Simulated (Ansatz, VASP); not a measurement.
C in VASP and in Ansatz

INCAR

```
SYSTEM = C
PREC = Accurate
ENCUT = 520
EDIFF = 1E-6
ISMEAR = -1
SIGMA = 0.05
LREAL = .False.
LASPH = .True.
NELM = 100
ALGO = Normal
ISIF = 2
LWAVE = .False.
LCHARG = .False.
GGA = PS
NBANDS = 16
```

File KPOINTS:

```
Automatic mesh
0
Gamma
  12 12 12
  0 0 0
```

POSCAR

```
C
1.0
    1.2331880975      0.7119814801      8.2826151019
   -1.2331880975      0.7119814801      8.2826151019
    0.0000000000     -1.4239629601      8.2826151019
C
4
Direct
    0.0871730800      0.0871730800      0.0871730800
    0.7538500600      0.7538500600      0.7538500600
    0.2461499400      0.2461499400      0.2461499400
    0.9128269200      0.9128269200      0.9128269200
```

The input input.yaml:

```yaml
crystal:
  lattice:
    - [1.2331880975, 0.7119814801, 8.2826151019]
    - [-1.2331880975, 0.7119814801, 8.2826151019]
    - [0.0, -1.4239629601, 8.2826151019]
  atoms:
    - { symbol: C, position: [0.08717308, 0.08717308, 0.08717308] }
    - { symbol: C, position: [0.75385006, 0.75385006, 0.75385006] }
    - { symbol: C, position: [0.24614994, 0.24614994, 0.24614994] }
    - { symbol: C, position: [0.91282692, 0.91282692, 0.91282692] }
kpoints:
  mp_grid: { grid: [12, 12, 12] }
  band_path:
    path:
      - [0.0, 0.0, 0.0]
      - [0.5, 0.0, 0.0]
      - [0.5, 0.1715928569, -0.1715928569]
    npoints: 6
scf:
  occupations: { method: fermi_dirac, width: 0.05 }
hamiltonian:
  xc: pbesol
  pseudopotentials: { kind: all_electron, lapw: { basis_error: 0.002 } }
output:
  forces: true
  stress: true
  eigenvalues: true
```

Alike in both runs: functional PBEsol; k mesh 12 × 12 × 12; occupations fermi-dirac, width 0.05 eV; no spin polarisation.

```csv
,VASP,Ansatz
version,VASP 6.6.1,Ansatz 0.2.0
potentials or method,"VASP PAW PBE potentials, release 64 (C), cutoff 520 eV","all-electron LAPW, scalar-relativistic"
task,single point,band structure
```

VASP gave:

| Item | Value |
| --- | --- |
| gap on the k mesh at the Fermi level (eV) | 0.19 |
| least direct gap on the mesh (eV) | 0.19 |
| pressure (GPa) | -1.5 |
| traceless stress, the component that is largest in VASP (GPa) | 1.31 |

Which values does Ansatz return?

gap on the k mesh at the Fermi level (eV): 0.19; least direct gap on the mesh (eV): 0.19; pressure (GPa): -2.1; traceless stress, the component that is largest in VASP (GPa): 1.95.

VASP's potentials were made for PBE, not for PBEsol. Ansatz ran all-electron here, and VASP with PAW potentials.
